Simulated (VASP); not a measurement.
Set up this calculation in VASP 6.6.1, as the native input.

| Item | Value |
| --- | --- |
| Task | single point |
| Functional | r2SCAN |
| Potentials or basis | VASP PAW PBE potentials, release 64 (Mg, Rh_pv) |
| Cutoff | 520 eV |
| k mesh | 7 × 7 × 7 |
| Occupations | methfessel-paxton, width 0.15 eV |
| Spin | no spin polarisation |
| Dipole correction | no |
| Further INCAR settings | ALGO = Normal; EDIFF = 1e-07; NBANDS = 16 |

MgRh:

```
CELL_PARAMETERS angstrom
3.19924 0.00000 0.00000
0.00000 3.19924 0.00000
0.00000 0.00000 3.19924
ATOMIC_POSITIONS crystal
Mg 0.00000 0.00000 0.00000
Rh 0.50000 0.50000 0.50000
```

These files were run (other wordings do the same):

POSCAR

```
MgRh
1.0
    3.1992425338      0.0000000000      0.0000000000
    0.0000000000      3.1992425338      0.0000000000
    0.0000000000      0.0000000000      3.1992425338
Mg Rh
1 1
Direct
    0.0000000000      0.0000000000      0.0000000000
    0.5000000000      0.5000000000      0.5000000000
```

INCAR.step1

```
SYSTEM = MgRh
  ALGO = Normal
  EDIFF = 1E-4
  ENCUT = 520
  GGA = PE
  ISMEAR = 1
  LASPH = .TRUE.
  LCHARG = .FALSE.
  LREAL = .FALSE.
  LWAVE = .TRUE.
  NBANDS = 16
  NELM = 100
  PREC = Accurate
  SIGMA = 0.15
```

INCAR.step2

```
SYSTEM = MgRh
  ALGO = Normal
  EDIFF = 1E-7
  ENCUT = 520
  ISIF = 2
  ISMEAR = 1
  ISTART = 1
  LASPH = .TRUE.
  LCHARG = .TRUE.
  LELF = .TRUE.
  LMIXTAU = .TRUE.
  LREAL = .FALSE.
  LVHAR = .TRUE.
  LWAVE = .FALSE.
  METAGGA = R2SCAN
  NBANDS = 16
  NELM = 100
  PREC = Accurate
  SIGMA = 0.15
```

KPOINTS

```
k-points
0
G
  7 7 7
  0 0 0
```

Potentials or basis: VASP PAW PBE potentials, release 64 (Mg, Rh_pv).

The run is started by

```bash
$ cat potpaw_PBE.64/Mg/POTCAR potpaw_PBE.64/Rh_pv/POTCAR > POTCAR
$ cp INCAR.step1 INCAR
$ mpirun -np 1 vasp_std > vasp.out
$ cp INCAR.step2 INCAR
$ mpirun -np 1 vasp_std > vasp.out
```

It gave:

```yaml
Pressure: -10.7 GPa
```

Caveat: the PAW data sets were made with another functional, which shifts forces and pressure a little.

Wall time 23 s on 1 thread of Intel(R) Xeon(R) Platinum 8488C (Sapphire Rapids), with other jobs on the host, peak memory 0.14 GiB.
